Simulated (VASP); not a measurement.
# Ca (Fm-3m) in VASP: a series of runs

Ca is run at these levels: RPBE; tasks: single point.

Everything below comes from runs of VASP 6.6.1. Logs are shortened: lines on timing, memory, paths and dates and some standing lists are left out, and cuts for length are marked.

**1. The cell of the first run**

Symmetry: Fm-3m, No. 225, cubic system. Conventional cell: a = 5.622 Å, b = 5.622 Å, c = 5.622 Å, α = 90.00°, β = 90.00°, γ = 90.00°. Within 5.2 Å of Ca (site symmetry m-3m) lie 12 Ca at 3.98 Å.

**2. Single point, RPBE**

Contents of INCAR:

```
ALGO = Normal
EDIFF = 1E-6
ENCUT = 520
GGA = RP
ISIF = 2
ISMEAR = -1
LASPH = T
LCHARG = F
LREAL = F
LWAVE = F
NBANDS = 11
NELM = 80
PREC = Accurate
SIGMA = 0.1
```

Contents of KPOINTS:

```
k-points
0
Gamma
  16 16 16
```

Contents of POSCAR:

```
Ca
1.0
    0.0000000000      2.8108948534      2.8108948534
    2.8108948534      0.0000000000      2.8108948534
    2.8108948534      2.8108948534      0.0000000000
Ca
1
Direct
    0.0000000000      0.0000000000      0.0000000000
```

Potentials or basis: VASP PAW PBE potentials, release 64 (Ca_sv).

Run with:

```
$ cat potpaw_PBE.64/Ca_sv/POTCAR > POTCAR
$ mpirun -np 1 vasp_std > vasp.out
```

OUTCAR:

```text
EDIFF = 1E-6
   ENCUT = 520
   GGA = RP
   ISIF = 2
   ISMEAR = -1
   LASPH = T
   LREAL = F
   NELM = 80
   PREC = Accurate

 ion  position               nearest neighbor table
   1  0.000  0.000  0.000-

  LATTYP: Found a face centered cubic cell.
 ALAT       =     5.6217897068

  Lattice vectors:

 A1 = (   0.0000000000,   2.8108948534,   2.8108948534)
 A2 = (   2.8108948534,   0.0000000000,   2.8108948534)
 A3 = (   2.8108948534,   2.8108948534,   0.0000000000)

Analysis of symmetry for initial positions (statically):
=====================================================================
 Subroutine PRICEL returns:
 Original cell was already a primitive cell.

 Routine SETGRP: Setting up the symmetry group for a
 face centered cubic supercell.

 Subroutine GETGRP returns: Found 48 space group operations
 (whereof 48 operations were pure point group operations)
 out of a pool of 48 trial point group operations.

The static configuration has the point symmetry O_h .

Analysis of symmetry for dynamics (positions and initial velocities):
=====================================================================
 Subroutine PRICEL returns:
 Original cell was already a primitive cell.

 Routine SETGRP: Setting up the symmetry group for a
 face centered cubic supercell.

 Subroutine GETGRP returns: Found 48 space group operations
 (whereof 48 operations were pure point group operations)
 out of a pool of 48 trial point group operations.

The dynamic configuration has the point symmetry O_h .

 Subroutine INISYM returns: Found 48 space group operations
 (whereof 48 operations are pure point group operations),
 and found     1 'primitive' translations

----------------------------------------------------------------------------------------

                                     Primitive cell

  volume of cell :      44.4185

  direct lattice vectors                    reciprocal lattice vectors
     0.000000000  2.810894853  2.810894853    -0.177879297  0.177879297  0.177879297
     2.810894853  0.000000000  2.810894853     0.177879297 -0.177879297  0.177879297
     2.810894853  2.810894853  0.000000000     0.177879297  0.177879297 -0.177879297

  length of vectors
     3.975205624  3.975205624  3.975205624     0.308095980  0.308095980  0.308095980

  position of ions in fractional coordinates (direct lattice)
     0.000000000  0.000000000  0.000000000

  ion indices of the primitive-cell ions
   primitive index   ion index
                 1           1

[... 77 lines left out ...]
   ISIF   =      2    stress and relaxation
   ISYM   =      2    0-nonsym 1-usesym 2-fastsym
   POTIM  = 0.5000    time-step for ionic-motion
   TEBEG  =    0.0;   TEEND  =   0.0 temperature during run
   PSTRESS=    0.0 pullay stress
   NELECT =      10.0000    total number of electrons
   NUPDOWN=      -1.0000    fix difference up-down
   EMIN   =  10.00;   EMAX   =-10.00  energy-range for DOS
   EFERMI =   0.00;   METHOD = LEGACY
   ISMEAR =    -1;   SIGMA  =   0.10  broadening in eV -4-tet -1-fermi 0-gaus
   EFERMI_NEDOS =   21; number of points for ismear=-14 and -15
   IALGO  =     38    algorithm
   IMIX   =      4    mixing-type and parameters
     AMIX     =   0.40;   BMIX     =  1.00
     AMIX_MAG =   1.60;   BMIX_MAG =  1.00
  volume/ion in A,a.u.               =      44.42       299.75
  Fermi-wavevector in a.u.,A,eV,Ry     =   0.995910  1.881998 13.494767  0.991837
  Thomas-Fermi vector in A             =   2.127963
   LORBIT       =      0    0 simple, 1 ext, 2 COOP (PROOUT), +10 PAW based schemes
   GGA     = RP    functional components
   LHFCALC =     F    Hartree Fock is set to
   AEXX    =    0.0000 exact exchange contribution
   IVDW    =     0    specifies the selected vdW correction
   LEPSILON=     F    determine dielectric tensor
   LRPA    =     F    only Hartree local field effects (RPA)
 non-spin polarized calculation
  energy-cutoff  :      520.00
  volume of cell :       44.42
 maximum number of plane-waves:      1243
 NGX is ok and might be reduce to    30
   NGX = 15   NGY = 15   NGZ = 15

 number of electron      10.0000000 magnetization

 number of electron       9.9999998 magnetization

 Free energy of the ion-electron system (eV)
  ---------------------------------------------------
  ext. energy  EPLUGINS =         0.00000000
  ---------------------------------------------------
  free energy    TOTEN  =        -1.76586391 eV

  energy without entropy =       -1.72540798  energy(sigma->0) =       -1.74563594

 E-fermi :   1.8693     XC(G=0):  -7.4565

 val. band max:        1.8510798820   @ k =  -0.3750   0.3125   0.0625
 cond. band min:       1.8726231889   @ k =   0.5000   0.1250   0.0000
 fundamental gap:      0.0215433069
 Fermi energy:         1.8693075796

 k-point     1 :       0.0000    0.0000    0.0000
  band No.  band energies     occupation
      1     -40.3811      2.00000
      2     -21.2451      2.00000
      3     -21.2451      2.00000
      4     -21.2451      2.00000
      5      -2.0572      2.00000
      6       4.1911      0.00000
      7       4.1911      0.00000
      8       4.1911      0.00000
      9       5.1978      0.00000
     10       5.1978      0.00000
     11      10.7156      0.00000
[... 309 lines left out ...]
 k-point    24 :      -0.0625    0.0625    0.0000
  band No.  band energies     occupation
      1     -40.3801      2.00000
      2     -21.2554      2.00000
      3     -21.2483      2.00000
      4     -21.2459      2.00000
      5      -1.8873      2.00000
      6       4.0141      0.00000
      7       4.2425      0.00000
      8       4.2602      0.00000
      9       5.0911      0.00000
     10       5.1976      0.00000
     11      10.8853      0.00000

 [... further k-points ...]

------------------------ aborting loop because EDIFF is reached ----------------------------------------

  FORCE on cell =-STRESS in cart. coord.  units (eV):
  Direction    XX          YY          ZZ          XY          YZ          ZX
  --------------------------------------------------------------------------------------
  -------------------------------------------------------------------------------------
  Total        0.0060933      0.0060933      0.0060933     -0.0000000      0.0000000      0.0000000
  in kB        0.2197874      0.2197874      0.2197874     -0.0000000      0.0000000      0.0000000
  external PRESSURE =       0.2197874 kB  Pullay stress =       0.0000000 kB

 VOLUME and BASIS-vectors are now :
 -----------------------------------------------------------------------------
  energy-cutoff  :      520.00
  volume of cell :       44.42
      direct lattice vectors                 reciprocal lattice vectors
     0.000000000  2.810894853  2.810894853    -0.177879297  0.177879297  0.177879297
     2.810894853  0.000000000  2.810894853     0.177879297 -0.177879297  0.177879297
     2.810894853  2.810894853  0.000000000     0.177879297  0.177879297 -0.177879297

 POSITION                                       TOTAL-FORCE (eV/Angst)
 -----------------------------------------------------------------------------------
      0.00000      0.00000      0.00000         0.000000      0.000000      0.000000
 -----------------------------------------------------------------------------------
    total drift:                               -0.000000     -0.000000      0.000000

  FREE ENERGIE OF THE ION-ELECTRON SYSTEM (eV)
  ---------------------------------------------------
  free  energy   TOTEN  =        -1.7658639073 eV

  energy  without entropy=       -1.7254079787  energy(sigma->0) =       -1.74563594
```

OSZICAR:

```text
N       E                     dE             d eps       ncg     rms          rms(c)
DAV:   1     0.660030115647E+02    0.66003E+02   -0.50124E+03  3190   0.816E+02
DAV:   2    -0.236816371767E+00   -0.66240E+02   -0.65687E+02  3531   0.207E+02
DAV:   3    -0.170264401366E+01   -0.14658E+01   -0.14464E+01  4779   0.301E+01
DAV:   4    -0.176764221445E+01   -0.64998E-01   -0.64716E-01  4149   0.492E+00
DAV:   5    -0.176904447603E+01   -0.14023E-02   -0.14020E-02  4525   0.611E-01    0.231E+00
DAV:   6    -0.176551957288E+01    0.35249E-02   -0.13039E-02  3912   0.123E+00    0.143E+00
DAV:   7    -0.176637756708E+01   -0.85799E-03   -0.20482E-02  3499   0.165E+00    0.111E-01
DAV:   8    -0.176583868575E+01    0.53888E-03   -0.23062E-03  3699   0.467E-01    0.238E-02
DAV:   9    -0.176586344303E+01   -0.24757E-04   -0.12656E-04  4479   0.892E-02    0.564E-03
DAV:  10    -0.176586458314E+01   -0.11401E-05   -0.84313E-06  4313   0.279E-02    0.831E-04
DAV:  11    -0.176586390728E+01    0.67586E-06   -0.24828E-07  2434   0.487E-03
   1 F= -.17658639E+01 E0= -.17456359E+01  d E =-.404559E-01
```

stdout:

```text
POSCAR found type information on POSCAR Ca
 POSCAR found :  1 types and       1 ions
 scaLAPACK will be used
 -----------------------------------------------------------------------------
|                                                                             |
|                                                                             |
|     You enforced a specific xc type in the INCAR file but a different       |
|     I HOPE YOU KNOW WHAT YOU ARE DOING!                                     |
|                                                                             |
 -----------------------------------------------------------------------------

 LDA part: xc-table for (Slater+PW92), standard interpolation
 POSCAR, INCAR and KPOINTS ok, starting setup
 FFT: planning ... GRIDC
 FFT: planning ... GRID_SOFT
 FFT: planning ... GRID
 WAVECAR not read
 entering main loop
```

Run time: 32 s. Hardware: 1 thread of Intel Xeon Platinum 8559C (Emerald Rapids), shared host; peak memory 0.21 GiB.

What came out:

| Quantity | Value |
| --- | --- |
| Free energy | -1.7659 eV |
| Pressure | 0.0 GPa |
| Band gap on the k mesh | zero (bands 5 and 6 overlap by 0.45 eV) |

Caveat: the PAW data sets were made with another functional, which shifts forces and pressure a little.

**3. Single point, RPBE (46.20 Å³/atom)**

This run uses another cell than the first one, of 46.20 Å³/atom.

Contents of INCAR:

```
  PREC = Accurate
  ENCUT = 520
  EDIFF = 1E-6
  ISMEAR = -1
  SIGMA = 0.1
  LREAL = False
  LASPH = True
  NELM = 100
  ALGO = Normal
  ISIF = 2
  LWAVE = False
  LCHARG = True
  GGA = RP
  LELF = True
  LVHAR = True
  NBANDS = 11
```

Contents of KPOINTS:

```
regular mesh
0
Gamma
  16 16 16
```

Contents of POSCAR:

```
Ca
1.0
    0.0000000000      2.8478845539      2.8478845539
    2.8478845539      0.0000000000      2.8478845539
    2.8478845539      2.8478845539      0.0000000000
Ca
1
Direct
    0.0000000000      0.0000000000      0.0000000000
```

Potentials or basis: VASP PAW PBE potentials, release 64 (Ca_sv).

Run with:

```
$ cat potpaw_PBE.64/Ca_sv/POTCAR > POTCAR
$ mpirun -np 1 vasp_std > vasp.out
```

OUTCAR:

```text
PREC = Accurate
   ENCUT = 520
   EDIFF = 1E-6
   ISMEAR = -1
   LREAL = False
   LASPH = True
   NELM = 100
   ISIF = 2
   GGA = RP

 ion  position               nearest neighbor table
   1  0.000  0.000  0.000-

  LATTYP: Found a face centered cubic cell.
 ALAT       =     5.6957691078

  Lattice vectors:

 A1 = (   0.0000000000,   2.8478845539,   2.8478845539)
 A2 = (   2.8478845539,   0.0000000000,   2.8478845539)
 A3 = (   2.8478845539,   2.8478845539,   0.0000000000)

Analysis of symmetry for initial positions (statically):
=====================================================================
 Subroutine PRICEL returns:
 Original cell was already a primitive cell.

 Routine SETGRP: Setting up the symmetry group for a
 face centered cubic supercell.

 Subroutine GETGRP returns: Found 48 space group operations
 (whereof 48 operations were pure point group operations)
 out of a pool of 48 trial point group operations.

The static configuration has the point symmetry O_h .

Analysis of symmetry for dynamics (positions and initial velocities):
[... 163 lines left out ...]

 k-point     1 :       0.0000    0.0000    0.0000
  band No.  band energies     occupation
      1     -40.6215      2.00000
      2     -21.4885      2.00000
      3     -21.4885      2.00000
      4     -21.4885      2.00000
      5      -2.1341      2.00000
      6       3.9891      0.00000
      7       3.9891      0.00000
      8       3.9891      0.00000
      9       4.9498      0.00000
     10       4.9498      0.00000
     11      10.4017      0.00000
[... 309 lines left out ...]
 k-point    24 :      -0.0625    0.0625    0.0000
  band No.  band energies     occupation
      1     -40.6206      2.00000
      2     -21.4974      2.00000
      3     -21.4912      2.00000
      4     -21.4892      2.00000
      5      -1.9696      2.00000
      6       3.8199      0.00000
      7       4.0378      0.00000
      8       4.0553      0.00000
      9       4.8489      0.00000
     10       4.9499      0.00000
     11      10.5482      0.00000

 [... further k-points ...]

------------------------ aborting loop because EDIFF is reached ----------------------------------------

  FORCE on cell =-STRESS in cart. coord.  units (eV):
  Direction    XX          YY          ZZ          XY          YZ          ZX
  --------------------------------------------------------------------------------------
  -------------------------------------------------------------------------------------
  Total       -0.1661334     -0.1661334     -0.1661334      0.0000000      0.0000000     -0.0000000
  in kB       -5.7619623     -5.7619623     -5.7619623      0.0000000      0.0000000     -0.0000000
  external PRESSURE =      -5.7619623 kB  Pullay stress =       0.0000000 kB

 VOLUME and BASIS-vectors are now :
 -----------------------------------------------------------------------------
  energy-cutoff  :      520.00
  volume of cell :       46.20
      direct lattice vectors                 reciprocal lattice vectors
     0.000000000  2.847884554  2.847884554    -0.175568915  0.175568915  0.175568915
     2.847884554  0.000000000  2.847884554     0.175568915 -0.175568915  0.175568915
     2.847884554  2.847884554  0.000000000     0.175568915  0.175568915 -0.175568915

 POSITION                                       TOTAL-FORCE (eV/Angst)
 -----------------------------------------------------------------------------------
      0.00000      0.00000      0.00000         0.000000      0.000000      0.000000
 -----------------------------------------------------------------------------------
    total drift:                               -0.000000     -0.000000      0.000000

  FREE ENERGIE OF THE ION-ELECTRON SYSTEM (eV)
  ---------------------------------------------------
  free  energy   TOTEN  =        -1.7629452584 eV

  energy  without entropy=       -1.7220373212  energy(sigma->0) =       -1.74249129
```

OSZICAR:

```text
N       E                     dE             d eps       ncg     rms          rms(c)
DAV:   1     0.664606225982E+02    0.66461E+02   -0.49628E+03  3190   0.813E+02
DAV:   2    -0.208694170921E+00   -0.66669E+02   -0.66084E+02  3484   0.206E+02
DAV:   3    -0.170098740788E+01   -0.14923E+01   -0.14745E+01  4979   0.301E+01
DAV:   4    -0.176156188047E+01   -0.60574E-01   -0.60336E-01  4099   0.470E+00
DAV:   5    -0.176312435736E+01   -0.15625E-02   -0.15623E-02  4533   0.587E-01    0.234E+00
DAV:   6    -0.176163183225E+01    0.14925E-02   -0.12774E-02  3941   0.121E+00    0.144E+00
DAV:   7    -0.176344069900E+01   -0.18089E-02   -0.20540E-02  3458   0.165E+00    0.111E-01
DAV:   8    -0.176291873283E+01    0.52197E-03   -0.22472E-03  3747   0.459E-01    0.238E-02
DAV:   9    -0.176294502722E+01   -0.26294E-04   -0.13223E-04  4583   0.886E-02    0.577E-03
DAV:  10    -0.176294611448E+01   -0.10873E-05   -0.85061E-06  4209   0.287E-02    0.943E-04
DAV:  11    -0.176294525841E+01    0.85607E-06   -0.31984E-07  2521   0.585E-03
   1 F= -.17629453E+01 E0= -.17424913E+01  d E =-.409079E-01
```

It took 33 s on 1 thread of Intel Xeon Platinum 8559C (Emerald Rapids), shared host; peak memory 0.21 GiB.

Results:

```yaml
Free_energy: -1.7629 eV
Pressure: -0.6 GPa
Band_gap_on_the_k_mesh: zero (bands 5 and 6 overlap by 0.50 eV)
```

Levels at points of the mesh, in eV from the Fermi level:
```tsv
k point	band 2	band 3	band 4	band 5	band 6	band 7	band 8	band 9
(0.00, 0.00, 0.00)	-23.21	-23.21	-23.21	-3.86	2.27	2.27	2.27	3.23
(0.50, 0.00, 0.00)	-23.31	-23.22	-23.22	-0.92	-0.24	2.16	2.16	3.84
(0.50, 0.50, 0.00)	-23.30	-23.25	-23.25	-0.36	0.65	0.80	3.83	4.00
```

Caveat: the PAW data sets were made with another functional, which shifts forces and pressure a little.

**4. Single point, RPBE (47.97 Å³/atom)**

This run uses another cell than the first one, of 47.97 Å³/atom.

INCAR, as its differences from that of step 3:

```diff
@@ -2,3 +2,3 @@
   ENCUT = 520
-  EDIFF = 1E-6
+  EDIFF = 1E-7
   ISMEAR = -1
```

Contents of KPOINTS:

```
Automatic mesh
0
Gamma
  16 16 16
```

Contents of POSCAR:

```
Ca
1.0
    0.0000000000      2.8839375528      2.8839375528
    2.8839375528      0.0000000000      2.8839375528
    2.8839375528      2.8839375528      0.0000000000
Ca
1
Direct
    0.0000000000      0.0000000000      0.0000000000
```

Run with:

```
$ cat potpaw_PBE.64/Ca_sv/POTCAR > POTCAR
$ mpirun -np 1 vasp_std > vasp.out
```

Run time: 38 s. Hardware: 1 thread of Intel Xeon Platinum 8559C (Emerald Rapids), shared host; peak memory 0.22 GiB.

Results (log left out):

* Free energy: -1.7539 eV
* Pressure: -1.1 GPa
* Band gap on the k mesh: zero (bands 5 and 6 overlap by 0.53 eV)

Levels at points of the mesh, in eV from the Fermi level:
```
           k point  band 1  band 2  band 3  band 4  band 5  band 6  band 7  band 8  band 9  band 10
(0.00, 0.00, 0.00)  -42.43  -23.30  -23.30  -23.30   -3.79    2.21    2.21    2.21    3.13     3.13
(0.50, 0.00, 0.00)  -42.43  -23.39  -23.31  -23.31   -0.91   -0.26    2.12    2.12    3.71     3.71
(0.50, 0.50, 0.00)  -42.42  -23.38  -23.33  -23.33   -0.33    0.66    0.75    3.71    3.87     3.87
```

Caveat: the PAW data sets were made with another functional, which shifts forces and pressure a little.

**5. Single point, RPBE (49.75 Å³/atom)**

This run uses another cell than the first one, of 49.75 Å³/atom.

Contents of INCAR:

```
SYSTEM = Ca
  PREC = Accurate
  ENCUT = 520
  EDIFF = 1E-7
  ISMEAR = -1
  SIGMA = 0.1
  LREAL = .FALSE.
  LASPH = .TRUE.
  NELM = 60
  ALGO = Normal
  ISIF = 2
  LWAVE = .FALSE.
  LCHARG = .FALSE.
  GGA = RP
  NBANDS = 11
```

Contents of KPOINTS:

```
regular mesh
0
G
  16 16 16
  0 0 0
```

Contents of POSCAR:

```
Ca
1.0
    0.0000000000      2.9191109894      2.9191109894
    2.9191109894      0.0000000000      2.9191109894
    2.9191109894      2.9191109894      0.0000000000
Ca
1
Direct
    0.0000000000      0.0000000000      0.0000000000
```

Run with:

```
$ cat potpaw_PBE.64/Ca_sv/POTCAR > POTCAR
$ mpirun -np 1 vasp_std > vasp.out
```

Run time: 30 s. Hardware: 1 thread of Intel Xeon Platinum 8559C (Emerald Rapids), shared host; peak memory 0.22 GiB.

Results (log left out):

* Free energy: -1.7398 eV
* Pressure: -1.5 GPa
* Band gap on the k mesh: zero (bands 5 and 6 overlap by 0.56 eV)

Levels at points of the mesh, in eV from the Fermi level:
```tsv
k point	band 3	band 4	band 5	band 6	band 7	band 8
(0.00, 0.00, 0.00)	-23.39	-23.39	-3.72	2.16	2.16	2.16
(0.50, 0.00, 0.00)	-23.40	-23.40	-0.90	-0.27	2.07	2.07
(0.50, 0.50, 0.00)	-23.42	-23.42	-0.30	0.67	0.70	3.59
```

Caveat: the PAW data sets were made with another functional, which shifts forces and pressure a little.

**6. The runs side by side**

| cell | gap on the mesh (eV) | pressure (GPa) |
| --- | --- | --- |
| a = 3.975 Å, angles 60.0°, 1 atom | none | 0.0 |
| a = 4.028 Å, angles 60.0°, 1 atom | none | -0.6 |
| a = 4.079 Å, angles 60.0°, 1 atom | none | -1.1 |
| a = 4.128 Å, angles 60.0°, 1 atom | none | -1.5 |

Alike in all rows: task single point; level RPBE; potentials or basis VASP PAW PBE potentials, release 64 (Ca_sv); no spin polarisation; k mesh 16 × 16 × 16; cutoff (eV) 520; smearing fermi-dirac 0.1 eV.

Caveats: the PAW data sets were made with another functional, which shifts forces and pressure a little.

Total energies depend on the potentials used, so only differences within one code and one set of settings carry meaning.

The gap in the log of VASP goes by the Fermi energy; the results here count the filled bands.